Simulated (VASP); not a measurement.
ReHg2Sb2: single point with PBE

Crystal: ReHg2Sb2.

```xyz
5
Lattice="3.6669 0.0000 0.0000 0.0000 3.6669 0.0000 0.0000 0.0000 9.8303" Properties=species:S:1:pos:R:3 pbc="T T T"
Re    0.0000    0.0000    0.0000
Hg    0.0000    1.8335    4.9151
Hg    1.8335    0.0000    4.9151
Sb    1.8335    1.8335    1.5111
Sb    1.8335    1.8335    8.3192
```

```json
{"Program": "VASP 6.6.1", "Task": "single point", "Functional": "PBE", "Potentials or basis": "VASP PAW PBE potentials, release 64 (Re, Hg, Sb)", "Cutoff": "520 eV", "k mesh": "10 × 10 × 4", "Occupations": "gaussian, width 0.1 eV", "Spin": "no spin polarisation", "Dipole correction": "no", "Further INCAR settings": "ALGO = Normal; EDIFF = 1e-06; NBANDS = 28"}
```

```
Pressure      : 0.5 GPa
Largest force : 0.015 eV/Å
```

Forces on the atoms (eV/Å):
```
Re   0.000  0.000  0.000
Hg   0.000  0.000  0.000
Hg   0.000  0.000  0.000
Sb   0.000  0.000  0.015
Sb   0.000  0.000 -0.015
```

Stress tensor (GPa, compression positive):
```
0.68 0.00 0.00
0.00 0.68 0.00
0.00 0.00 0.00
```

Levels at points of the mesh, in eV from the Fermi level:
```
           k point  band 19  band 20  band 21  band 22  band 23  band 24
(0.00, 0.00, 0.00)    -0.63     0.18     0.34     0.34     3.40     3.60
(0.50, 0.00, 0.00)    -1.37    -1.06    -0.51     0.41     2.35     2.84
(0.50, 0.50, 0.00)    -0.89    -0.86    -0.13    -0.13     0.48     0.86
(0.00, 0.00, 0.50)    -0.63     0.38     0.38     1.14     1.19     3.25
(0.50, 0.00, 0.50)    -1.48    -0.61    -0.51     0.41     2.04     2.81
(0.50, 0.50, 0.50)    -1.50    -1.00    -0.20    -0.20     0.48     0.86
```

It took 7.3 min on 1 thread of AMD EPYC 7571 (shared host), peak memory 0.37 GiB.

Caveat: spin-orbit coupling is left out, which moves the levels of the heavy elements.
